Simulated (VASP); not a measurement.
# AgCl (Fm-3m) in VASP: a series of runs

Runs on AgCl. Level: PBEsol. Tasks: relaxation of cell and atoms.

Everything below comes from runs of VASP 6.6.1. Logs are shortened: lines on timing, memory, paths and dates and some standing lists are left out, and cuts for length are marked.

### 1 The cell of the first run

The structure is cubic, space group Fm-3m (No. 225). The conventional cell has a = 5.448 Å, b = 5.448 Å, c = 5.448 Å, α = 90.00°, β = 90.00°, γ = 90.00°. Within 3.6 Å of Ag (site symmetry m-3m) lie 6 Cl at 2.72 Å. Cl (site symmetry m-3m) has 6 Ag at 2.72 Å within 3.6 Å.

### 2 Relaxation of cell and atoms, PBEsol, target pressure 10 GPa, at which the enthalpy is minimised

INCAR reads:

```
ALGO = Normal
EDIFF = 1E-6
EDIFFG = -0.002
ENCUT = 600
GGA = PS
IBRION = 2
ISIF = 3
ISMEAR = 0
LASPH = T
LCHARG = F
LREAL = F
LWAVE = F
NELM = 100
NSW = 100
PREC = Accurate
PSTRESS = 100.0
SIGMA = 0.01
```

KPOINTS reads:

```
k-points
0
Gamma
  8 8 8
```

POSCAR reads:

```
AgCl
1.0
    0.0000000000      2.7237519381      2.7237519381
    2.7237519381      0.0000000000      2.7237519381
    2.7237519381      2.7237519381      0.0000000000
Ag Cl
1 1
Direct
    0.0000000000      0.0000000000      0.0000000000
    0.5000000000      0.5000000000      0.5000000000
```

Potentials or basis: VASP PAW PBE potentials, release 64 (Ag, Cl).

The run is started by

```bash
> cat potpaw_PBE.64/Ag/POTCAR potpaw_PBE.64/Cl/POTCAR > POTCAR
> mpirun -np 1 vasp_std > vasp.out
```

OUTCAR:

```text
EDIFF = 1E-6
   EDIFFG = -0.002
   ENCUT = 600
   GGA = PS
   IBRION = 2
   ISIF = 3
   ISMEAR = 0
   LASPH = T
   LREAL = F
   NELM = 100
   NSW = 100
   PREC = Accurate
   PSTRESS = 100.0

 ion  position               nearest neighbor table
   1  0.000  0.000  0.000-   2 2.72   2 2.72   2 2.72   2 2.72   2 2.72   2 2.72
   2  0.500  0.500  0.500-   1 2.72   1 2.72   1 2.72   1 2.72   1 2.72   1 2.72

  LATTYP: Found a face centered cubic cell.
 ALAT       =     5.4475038762

  Lattice vectors:

 A1 = (   0.0000000000,   2.7237519381,   2.7237519381)
 A2 = (   2.7237519381,   0.0000000000,   2.7237519381)
 A3 = (   2.7237519381,   2.7237519381,   0.0000000000)

Analysis of symmetry for initial positions (statically):
=====================================================================
 Subroutine PRICEL returns:
 Original cell was already a primitive cell.

 Routine SETGRP: Setting up the symmetry group for a
 face centered cubic supercell.

 Subroutine GETGRP returns: Found 48 space group operations
 (whereof 48 operations were pure point group operations)
 out of a pool of 48 trial point group operations.

The static configuration has the point symmetry O_h .

Analysis of symmetry for dynamics (positions and initial velocities):
=====================================================================
 Subroutine PRICEL returns:
 Original cell was already a primitive cell.

 Routine SETGRP: Setting up the symmetry group for a
 face centered cubic supercell.

 Subroutine GETGRP returns: Found 48 space group operations
 (whereof 48 operations were pure point group operations)
 out of a pool of 48 trial point group operations.

The dynamic configuration has the point symmetry O_h .

 Subroutine INISYM returns: Found 48 space group operations
 (whereof 48 operations are pure point group operations),
 and found     1 'primitive' translations

----------------------------------------------------------------------------------------

                                     Primitive cell

  volume of cell :      40.4141

  direct lattice vectors                    reciprocal lattice vectors
     0.000000000  2.723751938  2.723751938    -0.183570315  0.183570315  0.183570315
     2.723751938  0.000000000  2.723751938     0.183570315 -0.183570315  0.183570315
[... 100 lines left out ...]
   ISMEAR =     0;   SIGMA  =   0.01  broadening in eV -4-tet -1-fermi 0-gaus
   EFERMI_NEDOS =   21; number of points for ismear=-14 and -15
   IALGO  =     38    algorithm
   IMIX   =      4    mixing-type and parameters
     AMIX     =   0.40;   BMIX     =  1.00
     AMIX_MAG =   1.60;   BMIX_MAG =  1.00
  volume/ion in A,a.u.               =      20.21       136.36
  Fermi-wavevector in a.u.,A,eV,Ry     =   1.250225  2.362582 21.266751  1.563062
  Thomas-Fermi vector in A             =   2.384229
   LORBIT       =      0    0 simple, 1 ext, 2 COOP (PROOUT), +10 PAW based schemes
   GGA     = PS    functional components
   LHFCALC =     F    Hartree Fock is set to
   AEXX    =    0.0000 exact exchange contribution
   IVDW    =     0    specifies the selected vdW correction
   LEPSILON=     F    determine dielectric tensor
   LRPA    =     F    only Hartree local field effects (RPA)
 conjugate gradient relaxation of ions
 non-spin polarized calculation
 Gauss-broadening in eV      SIGMA  =   0.01
  energy-cutoff  :      600.00
  volume of cell :       40.41
 maximum number of plane-waves:      1365
   NGX = 15   NGY = 15   NGZ = 15

--------------------------------------- Ionic step        1  -------------------------------------------

 number of electron      17.9999997 magnetization

 Free energy of the ion-electron system (eV)
  ---------------------------------------------------
  ext. energy  EPLUGINS =         0.00000000
  ---------------------------------------------------
  free energy    TOTEN  =        -6.06136325 eV

  energy without entropy =       -6.06136325  energy(sigma->0) =       -6.06136325

------------------------ aborting loop because EDIFF is reached ----------------------------------------

  FORCE on cell =-STRESS in cart. coord.  units (eV):
  Direction    XX          YY          ZZ          XY          YZ          ZX
  --------------------------------------------------------------------------------------
  -------------------------------------------------------------------------------------
  Total       -0.0163967     -0.0163967     -0.0163967      0.0000000      0.0000000      0.0000000
  in kB       -0.6500297     -0.6500297     -0.6500297      0.0000000      0.0000000      0.0000000
  external PRESSURE =    -100.6500297 kB  Pullay stress =     100.0000000 kB
[... 215 lines left out ...]
--------------------------------------- Ionic step        7  -------------------------------------------

 number of electron      17.9999998 magnetization

 Free energy of the ion-electron system (eV)
  ---------------------------------------------------
  ext. energy  EPLUGINS =         0.00000000
  ---------------------------------------------------
  free energy    TOTEN  =        -5.93054151 eV

  energy without entropy =       -5.93054151  energy(sigma->0) =       -5.93054151

 E-fermi :   6.2988     XC(G=0): -11.1852

 val. band max:        6.2520720783   @ k =   0.5000   0.0000   0.0000
 cond. band min:       7.0180914792   @ k =   0.0000   0.0000   0.0000
 fundamental gap:      0.7660194009
 Fermi energy:         6.2987786835

 k-point     1 :       0.0000    0.0000    0.0000
  band No.  band energies     occupation
      1     -10.2656      2.00000
      2       2.8725      2.00000
      3       2.8725      2.00000
      4       2.8725      2.00000
      5       2.9275      2.00000
      6       2.9275      2.00000
      7       3.1189      2.00000
      8       3.1189      2.00000
      9       3.1189      2.00000
     10       7.0181      0.00000
     11      16.9168      0.00000
     12      16.9168      0.00000
     13      16.9168      0.00000
[... 354 lines left out ...]
  band No.  band energies     occupation
      1      -9.4811      2.00000
      2      -0.2192      2.00000
      3       0.7574      2.00000
      4       0.8571      2.00000
      5       3.3594      2.00000
      6       3.4539      2.00000
      7       3.7977      2.00000
      8       4.9188      2.00000
      9       5.5184      2.00000
     10      11.3770      0.00000
     11      11.4709      0.00000
     12      14.3428      0.00000
     13      14.5997      0.00000

 [... further k-points ...]

------------------------ aborting loop because EDIFF is reached ----------------------------------------

  FORCE on cell =-STRESS in cart. coord.  units (eV):
  Direction    XX          YY          ZZ          XY          YZ          ZX
  --------------------------------------------------------------------------------------
  -------------------------------------------------------------------------------------
  Total        2.2234443      2.2234443      2.2234443      0.0000000      0.0000000     -0.0000000
  in kB      100.0841559    100.0841559    100.0841559      0.0000000      0.0000000     -0.0000000
  external PRESSURE =       0.0841559 kB  Pullay stress =     100.0000000 kB
[... 21 lines left out ...]
  energy  without entropy=       -5.9305415125  energy(sigma->0) =       -5.93054151

  enthalpy is  TOTEN    =        -3.7089668434 eV   P V=        2.2215746691

 reached required accuracy - stopping structural energy minimisation
```

It took 76 s on 1 thread of Intel Xeon 8259CL, shared host; peak memory 0.19 GiB.

What came out:

```
Free energy                                                : -5.9305 eV
Relaxed volume                                             : 17.80 Å³/atom
Relaxed cell                                               : a = 3.692 Å, b = 3.692 Å, c = 3.692 Å, α = 60.00°, β = 60.00°, γ = 60.00°
Space group after relaxing (to 0.1 Å)                      : Fm-3m (No. 225)
Energy change on relaxing (the run minimises the enthalpy) : +65.4 meV/atom
Ionic steps                                                : 7
Pressure after relaxing                                    : 10.0 GPa
Band gap on the k mesh                                     : 0.77 eV (least direct gap 3.47 eV)
```

The path:
```
step  energy change (eV)  largest force (eV/Å)  pressure (GPa)  volume (Å³)
   1              0.0000                0.0000           -0.07        40.41
   2              0.3143                0.0000           17.69        33.43
   3              0.1297                0.0000            9.94        35.61
   4              0.1355                0.0000           10.22        35.52
   5              0.1282                0.0000            9.91        35.64
   6              0.1303                0.0000            9.98        35.60
   7              0.1308                0.0000           10.01        35.59
```

Final structure:
```
CELL_PARAMETERS angstrom
0.00000 2.61084 2.61084
2.61084 0.00000 2.61084
2.61084 2.61084 0.00000
ATOMIC_POSITIONS crystal
Ag 0.00000 0.00000 0.00000
Cl 0.50000 0.50000 0.50000
```

Caveat: the cell is relaxed towards a set pressure, so the run minimises the enthalpy, not the energy; semilocal functionals underestimate gaps, and a narrow one can read as zero; the PAW data sets were made with another functional, which shifts forces and pressure a little.

### 3 Relaxation of cell and atoms, PBEsol, target pressure 15 GPa, at which the enthalpy is minimised

INCAR reads:

```
ALGO = Normal ; EDIFF = 1E-7
EDIFFG = -0.002 ; ENCUT = 600
GGA = PS ; IBRION = 2
ISIF = 3 ; ISMEAR = 0
LASPH = T ; LCHARG = F
LREAL = F ; LWAVE = F
NELM = 100 ; NSW = 100
PREC = Accurate ; PSTRESS = 150.0
SIGMA = 0.01
```

KPOINTS is that of step 2.

POSCAR is that of step 2.

Potentials or basis: VASP PAW PBE potentials, release 64 (Ag, Cl).

The run is started by

```bash
> cat potpaw_PBE.64/Ag/POTCAR potpaw_PBE.64/Cl/POTCAR > POTCAR
> mpirun -np 1 vasp_std > vasp.out
```

OUTCAR:

```text
EDIFF = 1E-7
   EDIFFG = -0.002
   ENCUT = 600
   GGA = PS
   IBRION = 2
   ISIF = 3
   ISMEAR = 0
   LASPH = T
   LREAL = F
   NELM = 100
   NSW = 100
   PREC = Accurate
   PSTRESS = 150.0

 ion  position               nearest neighbor table
   1  0.000  0.000  0.000-   2 2.72   2 2.72   2 2.72   2 2.72   2 2.72   2 2.72
   2  0.500  0.500  0.500-   1 2.72   1 2.72   1 2.72   1 2.72   1 2.72   1 2.72

  LATTYP: Found a face centered cubic cell.
 ALAT       =     5.4475038762

  Lattice vectors:

 A1 = (   0.0000000000,   2.7237519381,   2.7237519381)
 A2 = (   2.7237519381,   0.0000000000,   2.7237519381)
 A3 = (   2.7237519381,   2.7237519381,   0.0000000000)

Analysis of symmetry for initial positions (statically):
=====================================================================
 Subroutine PRICEL returns:
 Original cell was already a primitive cell.

 Routine SETGRP: Setting up the symmetry group for a
 face centered cubic supercell.

 Subroutine GETGRP returns: Found 48 space group operations
 (whereof 48 operations were pure point group operations)
 out of a pool of 48 trial point group operations.

The static configuration has the point symmetry O_h .

Analysis of symmetry for dynamics (positions and initial velocities):
=====================================================================
 Subroutine PRICEL returns:
 Original cell was already a primitive cell.

 Routine SETGRP: Setting up the symmetry group for a
 face centered cubic supercell.

 Subroutine GETGRP returns: Found 48 space group operations
 (whereof 48 operations were pure point group operations)
 out of a pool of 48 trial point group operations.

The dynamic configuration has the point symmetry O_h .

 Subroutine INISYM returns: Found 48 space group operations
[... 130 lines left out ...]
 Gauss-broadening in eV      SIGMA  =   0.01
  energy-cutoff  :      600.00
  volume of cell :       40.41
 maximum number of plane-waves:      1365
   NGX = 15   NGY = 15   NGZ = 15

--------------------------------------- Ionic step        1  -------------------------------------------

 number of electron      17.9999997 magnetization

 Free energy of the ion-electron system (eV)
  ---------------------------------------------------
  ext. energy  EPLUGINS =         0.00000000
  ---------------------------------------------------
  free energy    TOTEN  =        -6.06136326 eV

  energy without entropy =       -6.06136326  energy(sigma->0) =       -6.06136326

------------------------ aborting loop because EDIFF is reached ----------------------------------------

  FORCE on cell =-STRESS in cart. coord.  units (eV):
  Direction    XX          YY          ZZ          XY          YZ          ZX
  --------------------------------------------------------------------------------------
  -------------------------------------------------------------------------------------
  Total       -0.0167492     -0.0167492     -0.0167492      0.0000000      0.0000000      0.0000000
  in kB       -0.6640051     -0.6640051     -0.6640051      0.0000000      0.0000000      0.0000000
  external PRESSURE =    -150.6640051 kB  Pullay stress =     150.0000000 kB
[... 177 lines left out ...]
--------------------------------------- Ionic step        6  -------------------------------------------

 number of electron      18.0000001 magnetization

 Free energy of the ion-electron system (eV)
  ---------------------------------------------------
  ext. energy  EPLUGINS =         0.00000000
  ---------------------------------------------------
  free energy    TOTEN  =        -5.81505971 eV

  energy without entropy =       -5.81505971  energy(sigma->0) =       -5.81505971

 E-fermi :   6.9852     XC(G=0): -11.4213

 val. band max:        6.9297681730   @ k =   0.5000   0.0000   0.0000
 cond. band min:       7.7332043093   @ k =   0.0000   0.0000   0.0000
 fundamental gap:      0.8034361362
 Fermi energy:         6.9851696474

 k-point     1 :       0.0000    0.0000    0.0000
  band No.  band energies     occupation
      1      -9.9643      2.00000
      2       3.2839      2.00000
      3       3.2839      2.00000
      4       3.2839      2.00000
      5       3.3441      2.00000
      6       3.3441      2.00000
      7       3.5894      2.00000
      8       3.5894      2.00000
      9       3.5894      2.00000
     10       7.7332      0.00000
     11      17.5696      0.00000
     12      17.5696      0.00000
     13      17.5696      0.00000
[... 354 lines left out ...]
  band No.  band energies     occupation
      1      -9.0895      2.00000
      2       0.0398      2.00000
      3       1.0670      2.00000
      4       1.1782      2.00000
      5       3.8248      2.00000
      6       3.9253      2.00000
      7       4.2983      2.00000
      8       5.5055      2.00000
      9       6.1237      2.00000
     10      12.0621      0.00000
     11      12.0996      0.00000
     12      15.0573      0.00000
     13      15.2530      0.00000

 [... further k-points ...]

------------------------ aborting loop because EDIFF is reached ----------------------------------------

  FORCE on cell =-STRESS in cart. coord.  units (eV):
  Direction    XX          YY          ZZ          XY          YZ          ZX
  --------------------------------------------------------------------------------------
  -------------------------------------------------------------------------------------
  Total        3.1926252      3.1926252      3.1926252      0.0000000     -0.0000000      0.0000000
  in kB      149.9925662    149.9925662    149.9925662      0.0000000     -0.0000000      0.0000000
  external PRESSURE =      -0.0074338 kB  Pullay stress =     150.0000000 kB
[... 21 lines left out ...]
  energy  without entropy=       -5.8150597143  energy(sigma->0) =       -5.81505971

  enthalpy is  TOTEN    =        -2.6222762537 eV   P V=        3.1927834605

 reached required accuracy - stopping structural energy minimisation
```

CONTCAR:

```text
AgCl
   1.00000000000000
    -0.0000000000000000    2.5738679629432353    2.5738679629432353
     2.5738679629432353   -0.0000000000000000    2.5738679629432353
     2.5738679629432353    2.5738679629432353    0.0000000000000000
  Ag              Cl
     1     1
Direct
     0.0000000000000000    0.0000000000000000    0.0000000000000000
     0.5000000000000000    0.5000000000000000    0.5000000000000000

  0.00000000E+00  0.00000000E+00  0.00000000E+00
  0.00000000E+00  0.00000000E+00  0.00000000E+00
```

It took 80 s on 1 thread of Intel Xeon 8259CL, shared host; peak memory 0.19 GiB.

What came out:

- Free energy: -5.8151 eV
- Relaxed volume: 17.05 Å³/atom
- Relaxed cell: a = 3.640 Å, b = 3.640 Å, c = 3.640 Å, α = 60.00°, β = 60.00°, γ = 60.00°
- Space group after relaxing (to 0.1 Å): Fm-3m (No. 225)
- Energy change on relaxing (the run minimises the enthalpy): +123.2 meV/atom
- Ionic steps: 6
- Pressure after relaxing: 15.0 GPa
- Band gap on the k mesh: 0.80 eV (least direct gap 3.31 eV)

Step by step:
```tsv
step	energy change (eV)	largest force (eV/Å)	pressure (GPa)	volume (Å³)
1	0.0000	0.0000	-0.07	40.41
2	0.8149	0.0000	34.79	30.29
3	0.2380	0.0000	14.67	34.19
4	0.2490	0.0000	15.11	34.07
5	0.2439	0.0000	14.92	34.13
6	0.2463	0.0000	15.00	34.10
```

Final structure:
```cif
data_structure
_symmetry_space_group_name_H-M 'P 1'
_symmetry_Int_Tables_number 1
_cell_length_a 3.6400
_cell_length_b 3.6400
_cell_length_c 3.6400
_cell_angle_alpha 60.000
_cell_angle_beta 60.000
_cell_angle_gamma 60.000
_cell_volume 34.10
loop_
_atom_site_label
_atom_site_type_symbol
_atom_site_fract_x
_atom_site_fract_y
_atom_site_fract_z
_atom_site_occupancy
Ag1 Ag 0.00000 0.00000 0.00000 1
Cl1 Cl 0.50000 0.50000 0.50000 1
```

Caveat: the cell is relaxed towards a set pressure, so the run minimises the enthalpy, not the energy; the volume moved by over 15 % at a fixed basis, so the end points are rough; the PAW data sets were made with another functional, which shifts forces and pressure a little. A k mesh can miss the band edges.
